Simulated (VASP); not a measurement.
# GdN (Fm-3m) in VASP: further runs, part 2 of 2

VASP 6.6.1.

## 4. Single point, PBE+U, collinear spin, ferromagnetic start (15.33 Å³/atom)

This run uses another cell than the first one, of 15.33 Å³/atom.

INCAR reads:

```
SYSTEM = GdN
PREC = Accurate ; ENCUT = 520
EDIFF = 1E-6 ; ISMEAR = 0
SIGMA = 0.05 ; LREAL = .FALSE.
LASPH = .TRUE. ; NELM = 150
ALGO = Normal ; ISIF = 2
LWAVE = .FALSE. ; LCHARG = .TRUE.
ISPIN = 2 ; MAGMOM = 7.62 -0.16
LORBIT = 11 ; LMAXMIX = 6
LDAU = .TRUE. ; LDAUTYPE = 2
LDAUL = 3 -1 ; LDAUU = 6 0
LDAUJ = 0 0 ; LDAUPRINT = 1
GGA = PE ; LELF = .TRUE.
LVHAR = .TRUE. ; NBANDS = 22
```

KPOINTS reads:

```
regular mesh
0
G
  10 10 10
  0 0 0
```

POSCAR reads:

```
GdN
1.0
    0.0000000000      2.4843302599      2.4843302599
    2.4843302599      0.0000000000      2.4843302599
    2.4843302599      2.4843302599      0.0000000000
Gd N
1 1
Direct
    0.5000000000      0.5000000000      0.5000000000
    0.0000000000      0.0000000000      0.0000000000
```

Potentials or basis: VASP PAW PBE potentials, release 64 (Gd, N).

The run is started by

```
> cat potpaw_PBE.64/Gd/POTCAR potpaw_PBE.64/N/POTCAR > POTCAR
> mpirun -np 1 vasp_std > vasp.out
```

OUTCAR:

```text
SYSTEM = GdN
   PREC = Accurate
   ENCUT = 520
   EDIFF = 1E-6
   ISMEAR = 0
   LREAL = .FALSE.
   LASPH = .TRUE.
   NELM = 150
   ISIF = 2
   ISPIN = 2
   LORBIT = 11
   GGA = PE

 ion  position               nearest neighbor table
   1  0.500  0.500  0.500-   2 2.48   2 2.48   2 2.48   2 2.48   2 2.48   2 2.48
   2  0.000  0.000  0.000-   1 2.48   1 2.48   1 2.48   1 2.48   1 2.48   1 2.48

  LATTYP: Found a face centered cubic cell.
 ALAT       =     4.9686605198
[... 1464 lines left out ...]
  external PRESSURE =      34.5337612 kB  Pullay stress =       0.0000000 kB

 VOLUME and BASIS-vectors are now :
 -----------------------------------------------------------------------------
  energy-cutoff  :      520.00
  volume of cell :       30.67
      direct lattice vectors                 reciprocal lattice vectors
     0.000000000  2.484330260  2.484330260    -0.201261486  0.201261486  0.201261486
     2.484330260  0.000000000  2.484330260     0.201261486 -0.201261486  0.201261486
     2.484330260  2.484330260  0.000000000     0.201261486  0.201261486 -0.201261486

 POSITION                                       TOTAL-FORCE (eV/Angst)
 -----------------------------------------------------------------------------------
      2.48433      2.48433      2.48433         0.000000     -0.000000      0.000000
      0.00000      0.00000      0.00000        -0.000000      0.000000     -0.000000
 -----------------------------------------------------------------------------------
    total drift:                                0.000000      0.000000      0.000000

  FREE ENERGIE OF THE ION-ELECTRON SYSTEM (eV)
  ---------------------------------------------------
  free  energy   TOTEN  =       -22.8047158649 eV

  energy  without entropy=      -22.8045462202  energy(sigma->0) =      -22.80463104

 total charge

# of ion       s       p       d       f       tot
--------------------------------------------------
    1        2.036   5.671   0.550   6.973  15.230
    2        1.249   2.395   0.000   0.000   3.644
--------------------------------------------------
tot          3.285   8.066   0.550   6.973  18.874

 magnetization (x)

# of ion       s       p       d       f       tot
--------------------------------------------------
    1       -0.006  -0.086   0.072   6.891   6.871
    2       -0.009  -0.106   0.000   0.000  -0.115
--------------------------------------------------
tot         -0.015  -0.192   0.072   6.891   6.756
```

Wall time 1.9 min (1 thread of Intel Xeon Platinum 8259CL at 2.50GHz (Skylake/Cascade Lake), shared host); peak memory 0.22 GiB.

Results:

```
Free energy                                           : -22.8047 eV
Pressure                                              : 3.5 GPa
Band gap on the k mesh                                : zero (filled and empty bands overlap)
Net moment                                            : 7.00 μB per cell
Site moments                                          : Gd +6.87; N -0.12 μB
Valence electrons inside the program's atomic spheres : Gd 15.23; N 3.64
```

Eigenvalues of the final occupation matrices:
| site | spin | trace | eigenvalues |
| --- | --- | --- | --- |
| site 1 f | 1 | 6.94 | 0.99 0.99 0.99 0.99 0.99 0.99 0.99 |
| site 1 f | 2 | 0.04 | 0.00 0.00 0.00 0.00 0.01 0.01 0.01 |

Caveat: the cell stands under pressure; spin-orbit coupling is left out, which moves the levels of the heavy elements; a cell with one magnetic atom can't hold antiferromagnetic order, which such compounds often take. The state reached can hang on the start; a lower one may exist.

## 5. Single point, PBE+U, collinear spin, ferromagnetic start (15.65 Å³/atom)

This run uses another cell than the first one, of 15.65 Å³/atom.

INCAR reads:

```
ALGO = Normal
EDIFF = 1E-7
ENCUT = 520
GGA = PE
ISIF = 2
ISMEAR = 0
ISPIN = 2
LASPH = T
LCHARG = T
LDAU = T
LDAUJ = 0 0
LDAUL = 3 -1
LDAUPRINT = 1
LDAUTYPE = 2
LDAUU = 6 0
LELF = T
LMAXMIX = 6
LORBIT = 11
LREAL = F
LVHAR = T
LWAVE = F
MAGMOM = 7.63 -0.16
NBANDS = 22
NELM = 150
PREC = Accurate
SIGMA = 0.05
```

KPOINTS reads:

```
k-points
0
Gamma
  10 10 10
```

POSCAR reads:

```
GdN
1.0
    0.0000000000      2.5011167844      2.5011167844
    2.5011167844      0.0000000000      2.5011167844
    2.5011167844      2.5011167844      0.0000000000
Gd N
1 1
Direct
    0.5000000000      0.5000000000      0.5000000000
    0.0000000000      0.0000000000      0.0000000000
```

The run is started by

```
> cat potpaw_PBE.64/Gd/POTCAR potpaw_PBE.64/N/POTCAR > POTCAR
> mpirun -np 1 vasp_std > vasp.out
```

It took 2.1 min on 1 thread of Intel Xeon Platinum 8259CL at 2.50GHz (Skylake/Cascade Lake), shared host; peak memory 0.22 GiB.

It converged, with:

```
Free energy                                           : -22.8125 eV
Pressure                                              : 0.3 GPa
Band gap on the k mesh                                : zero (filled and empty bands overlap)
Net moment                                            : 7.00 μB per cell
Site moments                                          : Gd +6.87; N -0.11 μB
Valence electrons inside the program's atomic spheres : Gd 15.21; N 3.63
```

Levels at points of the mesh, in eV from the Fermi level:
Spin up:
```tsv
k point	band 13	band 14	band 15	band 16	band 17	band 18
(0.00, 0.00, 0.00)	0.24	0.24	0.24	2.65	2.65	2.65
(0.50, 0.00, 0.00)	-4.14	-2.33	-2.33	5.26	5.97	5.97
(0.50, 0.50, 0.00)	-1.25	-0.27	-0.15	-0.15	6.59	6.62
```
Spin down:
```tsv
k point	band 4	band 5	band 6	band 7	band 8	band 9	band 10	band 11	band 12	band 13
(0.00, 0.00, 0.00)	-18.42	-12.83	-0.33	-0.33	-0.33	3.46	3.46	3.46	3.83	4.53
(0.50, 0.00, 0.00)	-18.52	-10.94	-3.90	-2.25	-2.25	4.51	4.88	4.88	5.18	5.18
(0.50, 0.50, 0.00)	-18.83	-12.54	-0.96	-0.42	-0.42	0.38	4.95	4.98	5.09	5.09
```

Eigenvalues of the final occupation matrices:
```tsv
site	spin	trace	eigenvalues
site 1 f	1	6.94	0.99 0.99 0.99 0.99 0.99 0.99 0.99
site 1 f	2	0.04	0.00 0.00 0.00 0.00 0.01 0.01 0.01
```

Caveat: spin-orbit coupling is left out, which moves the levels of the heavy elements; a cell with one magnetic atom can't hold antiferromagnetic order, which such compounds often take. The state reached can hang on the start; a lower one may exist.

## 6. Single point, PBE+U, collinear spin, ferromagnetic start

This run uses another cell than the first one, of 15.65 Å³/atom.

INCAR reads:

```
SYSTEM = GdN
  ALGO = Normal
  EDIFF = 1E-6
  ENCUT = 520
  GGA = PE
  ISIF = 2
  ISMEAR = 0
  ISPIN = 2
  LASPH = .TRUE.
  LCHARG = .FALSE.
  LDAU = .TRUE.
  LDAUJ = 0 0
  LDAUL = 3 -1
  LDAUPRINT = 1
  LDAUTYPE = 2
  LDAUU = 6 0
  LMAXMIX = 6
  LORBIT = 11
  LREAL = .FALSE.
  LWAVE = .FALSE.
  MAGMOM = 0.5 0
  NBANDS = 22
  NELM = 150
  PREC = Accurate
  SIGMA = 0.05
```

KPOINTS reads:

```
k-points
0
G
  10 10 10
  0 0 0
```

POSCAR is that of step 5.

Potentials or basis: VASP PAW PBE potentials, release 64 (Gd, N).

The run is started by

```
> cat potpaw_PBE.64/Gd/POTCAR potpaw_PBE.64/N/POTCAR > POTCAR
> mpirun -np 1 vasp_std > vasp.out
```

Wall time 7.5 min (1 thread of Intel Xeon Platinum 8259CL at 2.50GHz (Skylake/Cascade Lake), shared host); peak memory 0.23 GiB.

The run converged. Its results:

| Quantity | Value |
| --- | --- |
| Free energy | -22.8125 eV |
| Pressure | 0.4 GPa |
| Band gap on the k mesh | zero (filled and empty bands overlap) |
| Net moment | 7.00 μB per cell |
| Site moments | Gd +6.87; N -0.11 μB |
| Valence electrons inside the program's atomic spheres | Gd 15.21; N 3.63 |

Levels at points of the mesh, in eV from the Fermi level:
Spin up:
```
           k point  band 12  band 13  band 14  band 15  band 16  band 17  band 18  band 19
(0.00, 0.00, 0.00)    -6.05     0.24     0.24     0.24     2.65     2.65     2.65     3.34
(0.50, 0.00, 0.00)    -6.02    -4.14    -2.33    -2.33     5.26     5.97     5.97     6.63
(0.50, 0.50, 0.00)    -6.10    -1.25    -0.27    -0.15    -0.15     6.59     6.62     7.65
```
Spin down:
```csv
k point,band 4,band 5,band 6,band 7,band 8,band 9,band 10,band 11,band 12,band 13
"(0.00, 0.00, 0.00)",-18.42,-12.83,-0.33,-0.33,-0.33,3.46,3.46,3.46,3.83,4.53
"(0.50, 0.00, 0.00)",-18.52,-10.94,-3.90,-2.25,-2.25,4.51,4.88,4.88,5.18,5.18
"(0.50, 0.50, 0.00)",-18.83,-12.54,-0.96,-0.42,-0.42,0.38,4.95,4.98,5.09,5.09
```

Eigenvalues of the final occupation matrices:
| site | spin | trace | eigenvalues |
| --- | --- | --- | --- |
| site 1 f | 1 | 6.94 | 0.99 0.99 0.99 0.99 0.99 0.99 0.99 |
| site 1 f | 2 | 0.04 | 0.00 0.00 0.00 0.00 0.01 0.01 0.01 |

Caveat: spin-orbit coupling is left out, which moves the levels of the heavy elements; a cell with one magnetic atom can't hold antiferromagnetic order, which such compounds often take. The state reached can hang on the start; a lower one may exist.

## 7. The runs side by side

| cell | gap on the mesh (eV) | pressure (GPa) | moment (μB) |
| --- | --- | --- | --- |
| a = 3.471 Å, angles 60.0°, 2 atoms | none | 9.9 | 7.00 |
| a = 3.489 Å, angles 60.0°, 2 atoms | none | 7.0 | 7.00 |
| a = 3.513 Å, angles 60.0°, 2 atoms | none | 3.5 | 7.00 |
| a = 3.537 Å, angles 60.0°, 2 atoms | none | 0.4 | 7.00 |

Alike in all rows: task single point; level PBE+U; potentials or basis VASP PAW PBE potentials, release 64 (Gd, N); spin collinear, ferromagnetic start; Gd f U = 6.0 eV; k mesh 10 × 10 × 10; cutoff (eV) 520; smearing gaussian 0.05 eV.

Caveats: spin-orbit coupling is left out, which moves the levels of the heavy elements; a cell with one magnetic atom can't hold antiferromagnetic order, which such compounds often take; the cell stands under pressure (at least some runs).

Total energies depend on the potentials used, so only differences within one code and one set of settings carry meaning.
